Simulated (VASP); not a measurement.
# PbO (P4/nmm) in VASP: further runs

PbO is run at these levels: PBE; tasks: single point.

Program: VASP 6.6.1. These are calculated values, not measurements. Logs are shortened: lines on timing, memory, paths and dates and some standing lists are left out, and cuts for length are marked.

### 1 The cell of the first run

Symmetry: P4/nmm, No. 129, tetragonal system. Conventional cell: a = 3.990 Å, b = 3.990 Å, c = 5.010 Å, α = 90.00°, β = 90.00°, γ = 90.00°. Pb (site symmetry 4mm) has 4 O at 2.33 Å within 3.1 Å. O (site symmetry -4m2) has 4 Pb at 2.33 Å and 4 O at 2.82 Å within 3.1 Å.

### 2 Single point, PBE

Contents of INCAR:

```
  PREC = Accurate
  ENCUT = 600
  EDIFF = 1E-6
  ISMEAR = 0
  SIGMA = 0.012
  LREAL = False
  LASPH = True
  NELM = 120
  ALGO = Normal
  ISIF = 2
  LWAVE = False
  LCHARG = False
  GGA = PE
  NBANDS = 28
  GGA_COMPAT = False
```

Contents of KPOINTS:

```
regular mesh
0
Gamma
  7 7 6
```

Contents of POSCAR:

```
PbO
1.0
    3.9900000000      0.0000000000      0.0000000000
    0.0000000000      3.9900000000      0.0000000000
    0.0000000000      0.0000000000      5.0100000000
Pb O
2 2
Direct
    0.5000000000      0.0000000000      0.7600000000
    0.0000000000      0.5000000000      0.2400000000
    0.5000000000      0.5000000000      0.0000000000
    0.0000000000      0.0000000000      0.0000000000
```

Potentials or basis: VASP PAW PBE potentials, release 64 (Pb_d, O).

Run with:

```bash
$ cat potpaw_PBE.64/Pb_d/POTCAR potpaw_PBE.64/O/POTCAR > POTCAR
$ mpirun -np 1 vasp_std > vasp.out
```

OUTCAR:

```text
PREC = Accurate
   ENCUT = 600
   EDIFF = 1E-6
   ISMEAR = 0
   LREAL = False
   LASPH = True
   NELM = 120
   ISIF = 2
   GGA = PE

 ion  position               nearest neighbor table
   1  0.500  0.000  0.760-   3 2.33   4 2.33   3 2.33   4 2.33   2 3.71   2 3.71   2 3.71   2 3.71
                             2 3.84   2 3.84   2 3.84   2 3.84
   2  0.000  0.500  0.240-   3 2.33   4 2.33   4 2.33   3 2.33   1 3.71   1 3.71   1 3.71   1 3.71
                             1 3.84   1 3.84   1 3.84   1 3.84
   3  0.500  0.500  0.000-   1 2.33   2 2.33   1 2.33   2 2.33
   4  0.000  0.000  0.000-   1 2.33   2 2.33   2 2.33   1 2.33

  LATTYP: Found a simple tetragonal cell.
 ALAT       =     3.9900000000
 C/A-ratio  =     1.2556390977

  Lattice vectors:

 A1 = (   3.9900000000,   0.0000000000,   0.0000000000)
 A2 = (   0.0000000000,   3.9900000000,   0.0000000000)
 A3 = (   0.0000000000,   0.0000000000,   5.0100000000)

Analysis of symmetry for initial positions (statically):
=====================================================================
 Subroutine PRICEL returns:
 Original cell was already a primitive cell.

 Routine SETGRP: Setting up the symmetry group for a
 simple tetragonal supercell.

 Subroutine GETGRP returns: Found 16 space group operations
 (whereof  8 operations were pure point group operations)
 out of a pool of 16 trial point group operations.

The static configuration has the point symmetry D_2d.
 The point group associated with its full space group is D_4h.

Analysis of symmetry for dynamics (positions and initial velocities):
=====================================================================
 Subroutine PRICEL returns:
 Original cell was already a primitive cell.

 Routine SETGRP: Setting up the symmetry group for a
 simple tetragonal supercell.

 Subroutine GETGRP returns: Found 16 space group operations
 (whereof  8 operations were pure point group operations)
 out of a pool of 16 trial point group operations.

The dynamic configuration has the point symmetry D_2d.
 The point group associated with its full space group is D_4h.

 Subroutine INISYM returns: Found 16 space group operations
 (whereof  8 operations are pure point group operations),
 and found     1 'primitive' translations

----------------------------------------------------------------------------------------

                                     Primitive cell

  volume of cell :      79.7597

  direct lattice vectors                    reciprocal lattice vectors
     3.990000000  0.000000000  0.000000000     0.250626566  0.000000000  0.000000000
     0.000000000  3.990000000  0.000000000     0.000000000  0.250626566  0.000000000
     0.000000000  0.000000000  5.010000000     0.000000000  0.000000000  0.199600798

  length of vectors
     3.990000000  3.990000000  5.010000000     0.250626566  0.250626566  0.199600798

  position of ions in fractional coordinates (direct lattice)
     0.500000000  0.000000000  0.760000000
     0.000000000  0.500000000  0.240000000
     0.500000000  0.500000000  0.000000000
     0.000000000  0.000000000  0.000000000

  ion indices of the primitive-cell ions
   primitive index   ion index
                 1           1
                 2           2
                 3           3
                 4           4

----------------------------------------------------------------------------------------

 KPOINTS: regular mesh

Automatic generation of k-mesh.
 Grid dimensions read from file:
 generate k-points for:    7    7    6

 Generating k-lattice:

  Cartesian coordinates                     Fractional coordinates (reciprocal lattice)
     0.035803795  0.000000000  0.000000000     0.142857143  0.000000000  0.000000000
     0.000000000  0.035803795  0.000000000     0.000000000  0.142857143  0.000000000
     0.000000000  0.000000000  0.033266800     0.000000000  0.000000000  0.166666667

  Length of vectors
     0.035803795  0.035803795  0.033266800

  Shift w.r.t. Gamma in fractional coordinates (k-lattice)
     0.000000000  0.000000000  0.000000000

 Subroutine IBZKPT returns following result:
 ===========================================

 Found     40 irreducible k-points:

 Following reciprocal coordinates:
            Coordinates               Weight
  0.000000  0.000000  0.000000      1.000000
  0.142857  0.000000  0.000000      4.000000
  0.285714  0.000000  0.000000      4.000000
  0.428571  0.000000  0.000000      4.000000
  0.142857  0.142857  0.000000      4.000000
  0.285714  0.142857  0.000000      8.000000
[... 16 lines left out ...]
  0.285714  0.000000  0.333333      8.000000
  0.428571  0.000000  0.333333      8.000000
 [... further k-points ...]
   k-points           NKPTS =     40   k-points in BZ     NKDIM =     40   number of bands    NBANDS=     28
   number of dos      NEDOS =    301   number of ions     NIONS =      4
   total plane-waves  NPLWV =  40960
   dimension x,y,z NGX =    32 NGY =   32 NGZ =   40
   dimension x,y,z NGXF=    64 NGYF=   64 NGZF=   80
   ions per type =               2   2
   NGX,Y,Z   is equivalent  to a cutoff of  13.33, 13.33, 13.27 a.u.
   NGXF,Y,Z  is equivalent  to a cutoff of  26.67, 26.67, 26.55 a.u.
 SYSTEM =  unknown system
   PREC   = accura    normal or accurate (medium, high low for compatibility)
   ISTART =      0    job   : 0-new  1-cont  2-samecut
   ICHARG =      2    charge: 1-file 2-atom 10-const
   ISPIN  =      1    spin polarized calculation?
   LNONCOLLINEAR =      F non collinear calculations
   LSORBIT =      F    spin-orbit coupling
   LASPH  =      T    aspherical Exc in radial PAW
   ENCUT  =  600.0 eV  44.10 Ry    6.64 a.u.   7.97  7.97 10.01*2*pi/ulx,y,z
   NELM   =    120;   NELMIN=  2; NELMDL= -5     # of ELM steps
   EDIFF  = 0.1E-05   stopping-criterion for ELM
   LREAL  =      F    real-space projection
   EDIFFG = 0.1E-04   stopping-criterion for IOM
   NSW    =      0    number of steps for IOM
   IBRION =     -1    ionic relax: 0-MD 1-quasi-New 2-CG
   NFREE  =      0    steps in history (QN), initial steepest desc. (CG)
   ISIF   =      2    stress and relaxation
   ISYM   =      2    0-nonsym 1-usesym 2-fastsym
   POTIM  = 0.5000    time-step for ionic-motion
   TEBEG  =    0.0;   TEEND  =   0.0 temperature during run
   PSTRESS=    0.0 pullay stress
   NELECT =      40.0000    total number of electrons
   NUPDOWN=      -1.0000    fix difference up-down
   EMIN   =  10.00;   EMAX   =-10.00  energy-range for DOS
   EFERMI =   0.00;   METHOD = LEGACY
   ISMEAR =     0;   SIGMA  =   0.01  broadening in eV -4-tet -1-fermi 0-gaus
   EFERMI_NEDOS =   21; number of points for ismear=-14 and -15
   IALGO  =     38    algorithm
   IMIX   =      4    mixing-type and parameters
     AMIX     =   0.40;   BMIX     =  1.00
     AMIX_MAG =   1.60;   BMIX_MAG =  1.00
  volume/ion in A,a.u.               =      19.94       134.56
  Fermi-wavevector in a.u.,A,eV,Ry     =   1.300670  2.457909 23.017539  1.691741
  Thomas-Fermi vector in A             =   2.431853
   LORBIT       =      0    0 simple, 1 ext, 2 COOP (PROOUT), +10 PAW based schemes
   GGA     = PE    functional components
   LHFCALC =     F    Hartree Fock is set to
   AEXX    =    0.0000 exact exchange contribution
   IVDW    =     0    specifies the selected vdW correction
   LEPSILON=     F    determine dielectric tensor
   LRPA    =     F    only Hartree local field effects (RPA)
 non-spin polarized calculation
 Gauss-broadening in eV      SIGMA  =   0.01
  energy-cutoff  :      600.00
  volume of cell :       79.76
 maximum number of plane-waves:      2692
 NGX is ok and might be reduce to    32
   NGX = 15   NGY = 15   NGZ = 21

 number of electron      40.0000002 magnetization

 Free energy of the ion-electron system (eV)
  ---------------------------------------------------
  ext. energy  EPLUGINS =         0.00000000
  ---------------------------------------------------
  free energy    TOTEN  =       -21.44181606 eV

  energy without entropy =      -21.44181606  energy(sigma->0) =      -21.44181606

 E-fermi :   5.2147     XC(G=0):  -9.8281

 val. band max:        5.0738302580   @ k =   0.0000   0.0000   0.0000
 cond. band min:       6.4917718646   @ k =   0.4286   0.4286   0.0000
 fundamental gap:      1.4179416066
 Fermi energy:         5.2146929180

 k-point     1 :       0.0000    0.0000    0.0000
  band No.  band energies     occupation
      1     -13.1796      2.00000
      2     -12.6725      2.00000
      3     -10.9319      2.00000
      4     -10.9319      2.00000
      5     -10.8749      2.00000
      6     -10.8552      2.00000
[... 20 lines left out ...]
     27      12.5455      0.00000
     28      13.1169      0.00000

 k-point     2 :       0.1429    0.0000    0.0000
  band No.  band energies     occupation
      1     -13.1381      2.00000
      2     -12.6860      2.00000
      3     -10.9220      2.00000
      4     -10.9214      2.00000
      5     -10.8607      2.00000
      6     -10.8437      2.00000
[... 20 lines left out ...]
     27      12.7901      0.00000
     28      14.3452      0.00000

 k-point     3 :       0.2857    0.0000    0.0000
  band No.  band energies     occupation
      1     -13.0351      2.00000
      2     -12.7303      2.00000
      3     -10.8949      2.00000
      4     -10.8924      2.00000
      5     -10.8202      2.00000
      6     -10.8200      2.00000
[... 20 lines left out ...]
     27      13.1234      0.00000
     28      16.3999      0.00000

 k-point     4 :       0.4286    0.0000    0.0000
  band No.  band energies     occupation
      1     -12.9146      2.00000
      2     -12.8084      2.00000
      3     -10.8585      2.00000
      4     -10.8563      2.00000
      5     -10.8265      2.00000
      6     -10.8242      2.00000
[... 20 lines left out ...]
     27      13.7384      0.00000
     28      14.8343      0.00000

 k-point     5 :       0.1429    0.1429    0.0000
  band No.  band energies     occupation
      1     -13.1008      2.00000
      2     -12.6981      2.00000
      3     -10.9274      2.00000
      4     -10.8934      2.00000
      5     -10.8481      2.00000
      6     -10.8354      2.00000
[... 20 lines left out ...]
     27      13.7214      0.00000
     28      14.8158      0.00000

 k-point     6 :       0.2857    0.1429    0.0000
  band No.  band energies     occupation
      1     -13.0090      2.00000
      2     -12.7382      2.00000
      3     -10.9044      2.00000
      4     -10.8586      2.00000
      5     -10.8170      2.00000
      6     -10.8106      2.00000
[... 463 lines left out ...]
      5     -10.8819      2.00000
      6     -10.8383      2.00000
[... 20 lines left out ...]
     27      13.3958      0.00000
     28      13.6390      0.00000

 k-point    22 :       0.1429    0.0000    0.3333
  band No.  band energies     occupation
      1     -13.1246      2.00000
      2     -12.6762      2.00000
      3     -10.8956      2.00000
      4     -10.8859      2.00000
      5     -10.8640      2.00000
      6     -10.8283      2.00000
[... 20 lines left out ...]
     27      13.7108      0.00000
     28      14.5234      0.00000

 k-point    23 :       0.2857    0.0000    0.3333
  band No.  band energies     occupation
      1     -13.0338      2.00000
      2     -12.7289      2.00000
      3     -10.9000      2.00000
      4     -10.8638      2.00000
      5     -10.8378      2.00000
      6     -10.8301      2.00000
[... 20 lines left out ...]
     27      13.9989      0.00000
     28      15.9517      0.00000

 k-point    24 :       0.4286    0.0000    0.3333
  band No.  band energies     occupation
      1     -12.9223      2.00000
      2     -12.8152      2.00000
      3     -10.8953      2.00000
      4     -10.8743      2.00000
      5     -10.8420      2.00000
      6     -10.8258      2.00000
[... 20 lines left out ...]
     27      14.3984      0.00000
     28      15.1356      0.00000

 [... further k-points ...]

------------------------ aborting loop because EDIFF is reached ----------------------------------------

  FORCE on cell =-STRESS in cart. coord.  units (eV):
  Direction    XX          YY          ZZ          XY          YZ          ZX
  --------------------------------------------------------------------------------------
  -------------------------------------------------------------------------------------
  Total        1.6967756      1.6967756      1.1130739      0.0000000      0.0000000      0.0000000
  in kB       34.0840728     34.0840728     22.3589333      0.0000000      0.0000000      0.0000000
  external PRESSURE =      30.1756930 kB  Pullay stress =       0.0000000 kB

 VOLUME and BASIS-vectors are now :
 -----------------------------------------------------------------------------
  energy-cutoff  :      600.00
  volume of cell :       79.76
      direct lattice vectors                 reciprocal lattice vectors
     3.990000000  0.000000000  0.000000000     0.250626566  0.000000000  0.000000000
     0.000000000  3.990000000  0.000000000     0.000000000  0.250626566  0.000000000
     0.000000000  0.000000000  5.010000000     0.000000000  0.000000000  0.199600798

 POSITION                                       TOTAL-FORCE (eV/Angst)
 -----------------------------------------------------------------------------------
      1.99500      0.00000      3.80760         0.000000     -0.000000     -0.027206
      0.00000      1.99500      1.20240        -0.000000      0.000000      0.027206
      1.99500      1.99500      0.00000        -0.000000     -0.000000      0.000000
      0.00000      0.00000      0.00000         0.000000      0.000000      0.000000
 -----------------------------------------------------------------------------------
    total drift:                                0.000000     -0.000000     -0.000000

  FREE ENERGIE OF THE ION-ELECTRON SYSTEM (eV)
  ---------------------------------------------------
  free  energy   TOTEN  =       -21.4418160560 eV

  energy  without entropy=      -21.4418160560  energy(sigma->0) =      -21.44181606
```

Run time: 97 s. Hardware: 1 thread of Intel Xeon 8259CL, shared host; peak memory 0.25 GiB.

What came out:

| Item | Value |
| --- | --- |
| Free energy | -21.4418 eV |
| Pressure | 3.0 GPa |
| Largest force | 0.027 eV/Å |
| Band gap on the k mesh | 1.42 eV (least direct gap 2.37 eV) |

Forces on the atoms (eV/Å):
```
Pb   0.000  0.000 -0.027
Pb   0.000  0.000  0.027
O    0.000  0.000  0.000
O    0.000  0.000  0.000
```

Stress tensor (GPa, compression positive):
```
3.41 0.00 0.00
0.00 3.41 0.00
0.00 0.00 2.24
```

Levels at points of the mesh, in eV from the valence-band top:
```csv
k point,band 17,band 18,band 19,band 20,band 21,band 22,band 23,band 24
"(0.00, 0.00, 0.00)",-1.64,-1.56,-1.56,0.00,2.42,5.55,5.55,5.61
"(0.00, 0.00, 0.50)",-1.69,-1.59,-1.59,-0.93,2.04,3.95,3.95,4.24
```

Caveat: the cell stands under pressure; spin-orbit coupling is left out, which moves the levels of the heavy elements; an odd mesh through Γ misses points on the zone boundary, where band edges can lie.

(Continued in part 2 of 2.)
